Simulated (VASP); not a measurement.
# SiC (F-43m) in VASP: further runs

The runs below take SiC through single point, relaxation of cell and atoms, with PBE+D3(BJ).

All numbers are computed with VASP 6.6.1; they aren't measurements. Logs are shortened: lines on timing, memory, paths and dates and some standing lists are left out, and cuts for length are marked.

**The experiment to reproduce.**

“Insight into the structural, elastic and electronic properties of a new orthorhombic 6O-SiC polytype”, 2020, pmc:7200658 quotes, for a bulk crystal of SiC: band gap 2.4 eV (indirect).

The runs below are set against these values where they give the same quantity.

## (1) The cell of the first run

The structure is cubic, space group F-43m (No. 216). Conventional cell: a = 4.349 Å, b = 4.349 Å, c = 4.349 Å, α = 90.00°, β = 90.00°, γ = 90.00°. Si (site symmetry -43m) has 4 C at 1.88 Å within 2.5 Å. C (site symmetry -43m) has 4 Si at 1.88 Å within 2.5 Å.

## (2) Single point, PBE+D3(BJ)

The input, INCAR:

```
ALGO     = Normal         # electronic algorithm
EDIFF    = 1E-7           # SCF threshold, eV
ENCUT    = 520            # plane-wave cutoff, eV
GGA      = PE             # functional
ISIF     = 2              # what is computed and relaxed
ISMEAR   = 0              # smearing method
IVDW     = 12             # dispersion correction
LASPH    = T              # aspherical terms in the spheres
LCHARG   = T              # write CHGCAR
LELF     = T              # ELF
LREAL    = F              # projectors in reciprocal space
LVHAR    = T            
LWAVE    = F              # write WAVECAR
NBANDS   = 11             # bands
NELM     = 80             # most SCF steps
PREC     = Accurate       # precision mode
SIGMA    = 0.02           # smearing width, eV
```

The input, KPOINTS:

```
k-points
0
Gamma
  12 12 12
```

The input, POSCAR:

```
SiC
1.0
    0.0000000000      2.1743677861      2.1743677861
    2.1743677861      0.0000000000      2.1743677861
    2.1743677861      2.1743677861      0.0000000000
Si C
1 1
Direct
    0.0000000000      0.0000000000      0.0000000000
    0.7500000000      0.7500000000      0.7500000000
```

Potentials or basis: VASP PAW PBE potentials, release 64 (Si, C).

Started as:

```sh
> cat potpaw_PBE.64/Si/POTCAR potpaw_PBE.64/C/POTCAR > POTCAR
> mpirun -np 1 vasp_std > vasp.out
```

OUTCAR:

```text
EDIFF = 1E-7
   ENCUT = 520
   GGA = PE
   ISIF = 2
   ISMEAR = 0
   IVDW = 12
   LASPH = T
   LREAL = F
   NELM = 80
   PREC = Accurate
 IVDW          = 12

 ion  position               nearest neighbor table
   1  0.000  0.000  0.000-   2 1.88   2 1.88   2 1.88   2 1.88
   2  0.750  0.750  0.750-   1 1.88   1 1.88   1 1.88   1 1.88

  LATTYP: Found a face centered cubic cell.
 ALAT       =     4.3487355722

  Lattice vectors:

 A1 = (   0.0000000000,   2.1743677861,   2.1743677861)
 A2 = (   2.1743677861,   0.0000000000,   2.1743677861)
 A3 = (   2.1743677861,   2.1743677861,   0.0000000000)

Analysis of symmetry for initial positions (statically):
=====================================================================
 Subroutine PRICEL returns:
 Original cell was already a primitive cell.

 Routine SETGRP: Setting up the symmetry group for a
 face centered cubic supercell.

 Subroutine GETGRP returns: Found 24 space group operations
 (whereof 24 operations were pure point group operations)
 out of a pool of 48 trial point group operations.

The static configuration has the point symmetry T_d .

Analysis of symmetry for dynamics (positions and initial velocities):
=====================================================================
 Subroutine PRICEL returns:
 Original cell was already a primitive cell.

 Routine SETGRP: Setting up the symmetry group for a
 face centered cubic supercell.

 Subroutine GETGRP returns: Found 24 space group operations
 (whereof 24 operations were pure point group operations)
 out of a pool of 48 trial point group operations.

The dynamic configuration has the point symmetry T_d .

 Subroutine INISYM returns: Found 24 space group operations
 (whereof 24 operations are pure point group operations),
 and found     1 'primitive' translations

----------------------------------------------------------------------------------------

                                     Primitive cell

  volume of cell :      20.5603

  direct lattice vectors                    reciprocal lattice vectors
     0.000000000  2.174367786  2.174367786    -0.229951898  0.229951898  0.229951898
     2.174367786  0.000000000  2.174367786     0.229951898 -0.229951898  0.229951898
     2.174367786  2.174367786  0.000000000     0.229951898  0.229951898 -0.229951898

  length of vectors
     3.075020413  3.075020413  3.075020413     0.398288371  0.398288371  0.398288371

  position of ions in fractional coordinates (direct lattice)
     0.000000000  0.000000000  0.000000000
     0.750000000  0.750000000  0.750000000

  ion indices of the primitive-cell ions
   primitive index   ion index
                 1           1
                 2           2

----------------------------------------------------------------------------------------

 KPOINTS: k-points

Automatic generation of k-mesh.
 Grid dimensions read from file:
 generate k-points for:   12   12   12

 Generating k-lattice:

  Cartesian coordinates                     Fractional coordinates (reciprocal lattice)
    -0.019162658  0.019162658  0.019162658     0.083333333  0.000000000  0.000000000
     0.019162658 -0.019162658  0.019162658     0.000000000  0.083333333  0.000000000
     0.019162658  0.019162658 -0.019162658     0.000000000  0.000000000  0.083333333

  Length of vectors
     0.033190698  0.033190698  0.033190698

  Shift w.r.t. Gamma in fractional coordinates (k-lattice)
     0.000000000  0.000000000  0.000000000

 Subroutine IBZKPT returns following result:
 ===========================================

 Found     72 irreducible k-points:

 Following reciprocal coordinates:
            Coordinates               Weight
  0.000000  0.000000  0.000000      1.000000
  0.083333  0.000000  0.000000      8.000000
  0.166667  0.000000  0.000000      8.000000
  0.250000  0.000000  0.000000      8.000000
  0.333333  0.000000  0.000000      8.000000
  0.416667  0.000000  0.000000      8.000000
[... 16 lines left out ...]
  0.500000  0.166667  0.000000     24.000000
 -0.416667  0.166667  0.000000     24.000000
 [... further k-points ...]
   k-points           NKPTS =     72   k-points in BZ     NKDIM =     72   number of bands    NBANDS=     11
   number of dos      NEDOS =    301   number of ions     NIONS =      2
   total plane-waves  NPLWV =  13824
   dimension x,y,z NGX =    24 NGY =   24 NGZ =   24
   dimension x,y,z NGXF=    48 NGYF=   48 NGZF=   48
   ions per type =               1   1
   NGX,Y,Z   is equivalent  to a cutoff of  12.98, 12.98, 12.98 a.u.
   NGXF,Y,Z  is equivalent  to a cutoff of  25.95, 25.95, 25.95 a.u.
 SYSTEM =  unknown system
   PREC   = accura    normal or accurate (medium, high low for compatibility)
   ISTART =      0    job   : 0-new  1-cont  2-samecut
   ICHARG =      2    charge: 1-file 2-atom 10-const
   ISPIN  =      1    spin polarized calculation?
   LNONCOLLINEAR =      F non collinear calculations
   LSORBIT =      F    spin-orbit coupling
   LASPH  =      T    aspherical Exc in radial PAW
   ENCUT  =  520.0 eV  38.22 Ry    6.18 a.u.   5.72  5.72  5.72*2*pi/ulx,y,z
   NELM   =     80;   NELMIN=  2; NELMDL= -5     # of ELM steps
   EDIFF  = 0.1E-06   stopping-criterion for ELM
   LREAL  =      F    real-space projection
   EDIFFG = 0.1E-05   stopping-criterion for IOM
   NSW    =      0    number of steps for IOM
   IBRION =     -1    ionic relax: 0-MD 1-quasi-New 2-CG
   NFREE  =      0    steps in history (QN), initial steepest desc. (CG)
   ISIF   =      2    stress and relaxation
   ISYM   =      2    0-nonsym 1-usesym 2-fastsym
   POTIM  = 0.5000    time-step for ionic-motion
   TEBEG  =    0.0;   TEEND  =   0.0 temperature during run
   PSTRESS=    0.0 pullay stress
   NELECT =       8.0000    total number of electrons
   NUPDOWN=      -1.0000    fix difference up-down
   EMIN   =  10.00;   EMAX   =-10.00  energy-range for DOS
   EFERMI =   0.00;   METHOD = LEGACY
   ISMEAR =     0;   SIGMA  =   0.02  broadening in eV -4-tet -1-fermi 0-gaus
   EFERMI_NEDOS =   21; number of points for ismear=-14 and -15
   IALGO  =     38    algorithm
   IMIX   =      4    mixing-type and parameters
     AMIX     =   0.40;   BMIX     =  1.00
     AMIX_MAG =   1.60;   BMIX_MAG =  1.00
  volume/ion in A,a.u.               =      10.28        69.37
  Fermi-wavevector in a.u.,A,eV,Ry     =   1.195167  2.258538 19.434881  1.428423
  Thomas-Fermi vector in A             =   2.331139
   LORBIT       =      0    0 simple, 1 ext, 2 COOP (PROOUT), +10 PAW based schemes
   GGA     = PE    functional components
   LHFCALC =     F    Hartree Fock is set to
   AEXX    =    0.0000 exact exchange contribution
   IVDW    =    12    specifies the selected vdW correction
   LEPSILON=     F    determine dielectric tensor
   LRPA    =     F    only Hartree local field effects (RPA)
 non-spin polarized calculation
 Gauss-broadening in eV      SIGMA  =   0.02
  energy-cutoff  :      520.00
  volume of cell :       20.56
 maximum number of plane-waves:       568
   NGX = 11   NGY = 11   NGZ = 11

 number of electron       8.0000001 magnetization

 Free energy of the ion-electron system (eV)
  ---------------------------------------------------
  ext. energy  EPLUGINS =         0.00000000
  ---------------------------------------------------
  free energy    TOTEN  =       -15.05456992 eV

  energy without entropy =      -15.05456992  energy(sigma->0) =      -15.05456992

 E-fermi :   8.3485     XC(G=0): -11.3841

 val. band max:        8.1785890121   @ k =   0.0000   0.0000   0.0000
 cond. band min:       9.5297170890   @ k =   0.5000   0.5000   0.0000
 fundamental gap:      1.3511280769
 Fermi energy:         8.3484682146

 k-point     1 :       0.0000    0.0000    0.0000
  band No.  band energies     occupation
      1      -7.2748      2.00000
      2       8.1786      2.00000
      3       8.1786      2.00000
      4       8.1786      2.00000
      5      14.4875      0.00000
      6      15.5306      0.00000
      7      15.5306      0.00000
      8      15.5306      0.00000
      9      22.7227      0.00000
     10      22.7227      0.00000
     11      24.7590      0.00000

 k-point     2 :       0.0833    0.0000    0.0000
  band No.  band energies     occupation
      1      -7.1383      2.00000
      2       7.4516      2.00000
      3       8.0836      2.00000
      4       8.0836      2.00000
      5      14.7207      0.00000
      6      15.6897      0.00000
      7      15.7072      0.00000
      8      15.7072      0.00000
      9      21.9744      0.00000
     10      21.9744      0.00000
     11      24.6468      0.00000

 k-point     3 :       0.1667    0.0000    0.0000
  band No.  band energies     occupation
      1      -6.7328      2.00000
      2       5.8044      2.00000
      3       7.8485      2.00000
      4       7.8485      2.00000
      5      14.5803      0.00000
      6      16.0496      0.00000
      7      16.0496      0.00000
      8      16.5916      0.00000
      9      21.1825      0.00000
     10      21.1825      0.00000
     11      23.8971      0.00000

 k-point     4 :       0.2500    0.0000    0.0000
  band No.  band energies     occupation
      1      -6.0730      2.00000
      2       3.8762      2.00000
      3       7.5722      2.00000
      4       7.5722      2.00000
      5      14.2252      0.00000
      6      16.1275      0.00000
      7      16.1275      0.00000
      8      17.5883      0.00000
      9      21.3317      0.00000
     10      21.3317      0.00000
     11      23.3766      0.00000

 k-point     5 :       0.3333    0.0000    0.0000
  band No.  band energies     occupation
      1      -5.1978      2.00000
      2       1.9854      2.00000
      3       7.3342      2.00000
      4       7.3342      2.00000
      5      13.9223      0.00000
      6      15.8549      0.00000
      7      15.8549      0.00000
      8      18.1440      0.00000
      9      22.5053      0.00000
     10      22.5053      0.00000
     11      23.5080      0.00000
[... 211 lines left out ...]
 k-point    21 :       0.3333    0.1667    0.0000
  band No.  band energies     occupation
      1      -5.3378      2.00000
      2       3.3931      2.00000
      3       6.3791      2.00000
      4       6.4316      2.00000
      5      13.1149      0.00000
      6      15.8016      0.00000
      7      17.2214      0.00000
      8      17.8833      0.00000
      9      20.8862      0.00000
     10      24.3608      0.00000
     11      26.0483      0.00000

 k-point    22 :       0.4167    0.1667    0.0000
  band No.  band energies     occupation
      1      -4.4290      2.00000
      2       1.7121      2.00000
      3       5.8602      2.00000
      4       6.3412      2.00000
      5      12.9810      0.00000
      6      16.1383      0.00000
      7      17.5147      0.00000
      8      17.7255      0.00000
      9      21.7113      0.00000
     10      25.5426      0.00000
     11      26.1637      0.00000

 k-point    23 :       0.5000    0.1667    0.0000
  band No.  band energies     occupation
      1      -3.5433      2.00000
      2       0.3816      2.00000
      3       5.4004      2.00000
      4       6.4232      2.00000
      5      13.0359      0.00000
      6      16.0542      0.00000
      7      17.0750      0.00000
      8      18.8803      0.00000
      9      22.1953      0.00000
     10      25.5526      0.00000
     11      26.4660      0.00000

 k-point    24 :      -0.4167    0.1667    0.0000
  band No.  band energies     occupation
      1      -3.3611      2.00000
      2       0.1403      2.00000
      3       5.0852      2.00000
      4       6.6638      2.00000
      5      13.3453      0.00000
      6      15.9616      0.00000
      7      16.7548      0.00000
      8      19.4174      0.00000
      9      22.9318      0.00000
     10      23.6348      0.00000
     11      26.4189      0.00000

 [... further k-points ...]

------------------------ aborting loop because EDIFF is reached ----------------------------------------

 Edisp (eV)   -0.60609

 E8    (eV) :    -0.2278

  FORCE on cell =-STRESS in cart. coord.  units (eV):
  Direction    XX          YY          ZZ          XY          YZ          ZX
  --------------------------------------------------------------------------------------
  -------------------------------------------------------------------------------------
  Total      -0.00804    -0.00804    -0.00804    -0.00000     0.00000    -0.00000
  in kB      -0.62685    -0.62685    -0.62685    -0.00000     0.00000    -0.00000
  external pressure =       -0.63 kB  Pullay stress =        0.00 kB

 VOLUME and BASIS-vectors are now :
 -----------------------------------------------------------------------------
  energy-cutoff  :      520.00
  volume of cell :       20.56
      direct lattice vectors                 reciprocal lattice vectors
     0.000000000  2.174367786  2.174367786    -0.229951898  0.229951898  0.229951898
     2.174367786  0.000000000  2.174367786     0.229951898 -0.229951898  0.229951898
     2.174367786  2.174367786  0.000000000     0.229951898  0.229951898 -0.229951898

 POSITION                                       TOTAL-FORCE (eV/Angst)
 -----------------------------------------------------------------------------------
      0.00000      0.00000      0.00000        -0.000000      0.000000      0.000000
      3.26155      3.26155      3.26155         0.000000     -0.000000      0.000000
 -----------------------------------------------------------------------------------
    total drift:                               -0.000000     -0.000000     -0.000000

  FREE ENERGIE OF THE ION-ELECTRON SYSTEM (eV)
  ---------------------------------------------------
  free  energy   TOTEN  =       -15.6606560211 eV

  energy  without entropy=      -15.6606560211  energy(sigma->0) =      -15.66065602
```

Wall time 5 s (1 thread of Intel Xeon 6975P-C (Granite Rapids), shared host); peak memory 0.15 GiB.

What came out:

```
Free energy                : -15.6607 eV
Pressure                   : -0.1 GPa
Band gap on the k mesh     : 1.35 eV, indirect (least direct gap 4.55 eV)
Dispersion energy per atom : -0.303 eV
```

Levels at points of the mesh, in eV from the valence-band top:
| k point | band 1 | band 2 | band 3 | band 4 | band 5 | band 6 | band 7 | band 8 |
| --- | --- | --- | --- | --- | --- | --- | --- | --- |
| (0.00, 0.00, 0.00) | -15.45 | 0.00 | 0.00 | 0.00 | 6.31 | 7.35 | 7.35 | 7.35 |
| (0.50, 0.00, 0.00) | -11.86 | -8.57 | -1.05 | -1.05 | 5.49 | 7.25 | 7.25 | 10.09 |
| (0.50, 0.50, 0.00) | -10.41 | -7.81 | -3.20 | -3.20 | 1.35 | 4.34 | 14.11 | 14.11 |

## (3) Relaxation of cell and atoms, PBE+D3(BJ)

The input, INCAR:

```
SYSTEM = SiC
  PREC = Accurate
  ENCUT = 600
  EDIFF = 1E-7
  ISMEAR = 0
  SIGMA = 0.02
  LREAL = .FALSE.
  LASPH = .TRUE.
  NELM = 100
  ALGO = Normal
  ISIF = 3
  LWAVE = .FALSE.
  LCHARG = .FALSE.
  GGA = PE
  IVDW = 12
  IBRION = 2
  NSW = 100
  EDIFFG = -0.005
```

The input, KPOINTS:

```
regular mesh
0
G
  12 12 12
  0 0 0
```

The input, POSCAR:

```
SiC
1.0
    0.0000000000      2.1740000000      2.1740000000
    2.1740000000      0.0000000000      2.1740000000
    2.1740000000      2.1740000000      0.0000000000
Si C
1 1
Direct
    0.0000000000      0.0000000000      0.0000000000
    0.7500000000      0.7500000000      0.7500000000
```

Potentials or basis: VASP PAW PBE potentials, release 64 (Si, C).

Started as:

```sh
> cat potpaw_PBE.64/Si/POTCAR potpaw_PBE.64/C/POTCAR > POTCAR
> mpirun -np 1 vasp_std > vasp.out
```

Wall time 13 s (1 thread of Intel Xeon 6975P-C (Granite Rapids), shared host); peak memory 0.16 GiB.

It converged, with:

```
Free energy                            : -15.6621 eV
Relaxed volume                         : 10.27 Å³/atom
Relaxed cell                           : a = 3.074 Å, b = 3.074 Å, c = 3.074 Å, α = 60.00°, β = 60.00°, γ = 60.00°
Space group after relaxing (to 0.05 Å) : F-43m (No. 216)
Energy gained by relaxing              : 0.0 meV/atom
Ionic steps                            : 3
Pressure after relaxing                : 0.0 GPa
Band gap on the k mesh                 : 1.35 eV, indirect (least direct gap 4.55 eV)
Dispersion energy per atom             : -0.303 eV
```

Final structure:
```cif
data_structure
_symmetry_space_group_name_H-M 'P 1'
_symmetry_Int_Tables_number 1
_cell_length_a 3.0740
_cell_length_b 3.0740
_cell_length_c 3.0740
_cell_angle_alpha 60.000
_cell_angle_beta 60.000
_cell_angle_gamma 60.000
_cell_volume 20.54
loop_
_atom_site_label
_atom_site_type_symbol
_atom_site_fract_x
_atom_site_fract_y
_atom_site_fract_z
_atom_site_occupancy
Si1 Si 0.00000 0.00000 0.00000 1
C1 C 0.75000 0.75000 0.75000 1
```

Levels at points of the mesh, in eV from the valence-band top:
| k point | band 1 | band 2 | band 3 | band 4 | band 5 | band 6 | band 7 | band 8 |
| --- | --- | --- | --- | --- | --- | --- | --- | --- |
| (0.00, 0.00, 0.00) | -15.46 | 0.00 | 0.00 | 0.00 | 6.32 | 7.36 | 7.36 | 7.36 |
| (0.50, 0.00, 0.00) | -11.87 | -8.57 | -1.05 | -1.05 | 5.50 | 7.26 | 7.26 | 10.10 |
| (0.50, 0.50, 0.00) | -10.41 | -7.82 | -3.20 | -3.20 | 1.35 | 4.35 | 14.12 | 14.12 |

A k mesh can miss the band edges. A hybrid or GW would open this gap; PBE tends to underestimate it.

## (4) Comparison with measurements

Step 2. Measured gap of SiC: 2.4 eV (indirect; quoted in “Insight into the structural, elastic and electronic properties of a new orthorhombic 6O-SiC polytype”, 2020, pmc:7200658). This calculation gives 1.35 eV (-1.05 eV). The value is that of PBE+D3(BJ) on a finite k mesh, which can miss the band edges, without temperature or zero-point motion. Semilocal functionals fall short of measured gaps as a rule.
